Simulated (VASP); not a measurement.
Wanted: the native input for a VASP 6.6.1 run.

```
Task                   : single point
Functional             : r2SCAN
Potentials or basis    : VASP PAW PBE potentials, release 64 (Al, Cu)
Cutoff                 : 520 eV
k mesh                 : 12 × 12 × 10
Occupations            : gaussian, width 0.15 eV
Spin                   : no spin polarisation
Dipole correction      : no
Further INCAR settings : ALGO = Normal; EDIFF = 1e-06; NBANDS = 24
```

Crystal: Al3Cu2.

```
CELL_PARAMETERS angstrom
3.93774 0.00000 0.00000
-1.96887 3.41018 0.00000
0.00000 0.00000 4.59067
ATOMIC_POSITIONS crystal
Al 0.00000 0.00000 0.00000
Al 0.33333 0.66667 0.35017
Al 0.66667 0.33333 0.64983
Cu 0.33333 0.66667 0.84017
Cu 0.66667 0.33333 0.15983
```

This cell differs from its parent crystal: strain -0.040 along x and y, -0.080 along z.

These files were run (other wordings do the same):

POSCAR

```
Al3Cu2
1.0
    3.9377393120      0.0000000000      0.0000000000
   -1.9688696560      3.4101822776      0.0000000000
    0.0000000000      0.0000000000      4.5906724810
Al Cu
3 2
Direct
    0.0000000000      0.0000000000      0.0000000000
    0.3333333333      0.6666666667      0.3501725384
    0.6666666667      0.3333333333      0.6498274616
    0.3333333333      0.6666666667      0.8401683181
    0.6666666667      0.3333333333      0.1598316819
```

INCAR.step1

```
ALGO     = Normal         # electronic algorithm
EDIFF    = 1E-4           # SCF threshold, eV
ENCUT    = 520            # plane-wave cutoff, eV
GGA      = PE             # functional
ISMEAR   = 0              # smearing method
LASPH    = T              # aspherical terms in the spheres
LCHARG   = F              # write CHGCAR
LREAL    = F              # projectors in reciprocal space
LWAVE    = T              # write WAVECAR
NBANDS   = 24             # bands
NELM     = 100            # most SCF steps
PREC     = Accurate       # precision mode
SIGMA    = 0.15           # smearing width, eV
```

INCAR.step2

```
ALGO     = Normal         # electronic algorithm
EDIFF    = 1E-6           # SCF threshold, eV
ENCUT    = 520            # plane-wave cutoff, eV
ISIF     = 2              # what is computed and relaxed
ISMEAR   = 0              # smearing method
ISTART   = 1            
LASPH    = T              # aspherical terms in the spheres
LCHARG   = T              # write CHGCAR
LELF     = T              # ELF
LMIXTAU  = T            
LREAL    = F              # projectors in reciprocal space
LVHAR    = T            
LWAVE    = F              # write WAVECAR
METAGGA  = R2SCAN         # meta-GGA
NBANDS   = 24             # bands
NELM     = 100            # most SCF steps
PREC     = Accurate       # precision mode
SIGMA    = 0.15           # smearing width, eV
```

KPOINTS

```
k-points
0
Gamma
  12 12 10
```

Potentials or basis: VASP PAW PBE potentials, release 64 (Al, Cu).

Command:

```sh
$ cat potpaw_PBE.64/Al/POTCAR potpaw_PBE.64/Cu/POTCAR > POTCAR
$ cp INCAR.step1 INCAR
$ mpirun -np 1 vasp_std > vasp.out
$ cp INCAR.step2 INCAR
$ mpirun -np 1 vasp_std > vasp.out
```

Results of the run:

```
Pressure               : 28.3 GPa
Largest force          : 0.320 eV/Å
Band gap on the k mesh : zero (an odd number of electrons rules out a gap without spin polarisation)
```

Caveat: the cell differs from its parent crystal (strain -0.040 along x and y, -0.080 along z); the stress differs along the axes, from 22 to 40 GPa; the PAW data sets were made with another functional, which shifts forces and pressure a little.

It took 7 min on 1 thread of Intel(R) Xeon(R) 6975P-C (Granite Rapids), with other jobs on the host, peak memory 0.32 GiB.
